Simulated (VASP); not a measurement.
Here is a VASP 6.6.1 calculation.

File INCAR:

```
  ALGO = Normal
  EDIFF = 1E-6
  ENCUT = 520
  GGA = PS
  ISIF = 2
  ISMEAR = 0
  LASPH = T
  LCHARG = T
  LELF = T
  LREAL = F
  LVHAR = T
  LWAVE = F
  NBANDS = 10
  NELM = 80
  PREC = Accurate
  SIGMA = 0.1
```

The input KPOINTS:

```
k-points
0
Gamma
  14 14 14
```

POSCAR

```
Na
1.0
   -2.1290615500      2.1290615500      2.1290615500
    2.1290615500     -2.1290615500      2.1290615500
    2.1290615500      2.1290615500     -2.1290615500
Na
1
Direct
    0.0000000000      0.0000000000      0.0000000000
```

Potentials or basis: VASP PAW PBE potentials, release 64 (Na_pv).

Run with:

```sh
$ cat potpaw_PBE.64/Na_pv/POTCAR > POTCAR
$ mpirun -np 1 vasp_std > vasp.out
```

Q: Estimate the pressure.

A: -0.5 GPa.

Q: Estimate the band gap on the k mesh.

A: Zero (an odd number of electrons rules out a gap without spin polarisation).

Caveat: the cell differs from its parent crystal (strained); the PAW data sets were made with another functional, which shifts forces and pressure a little.
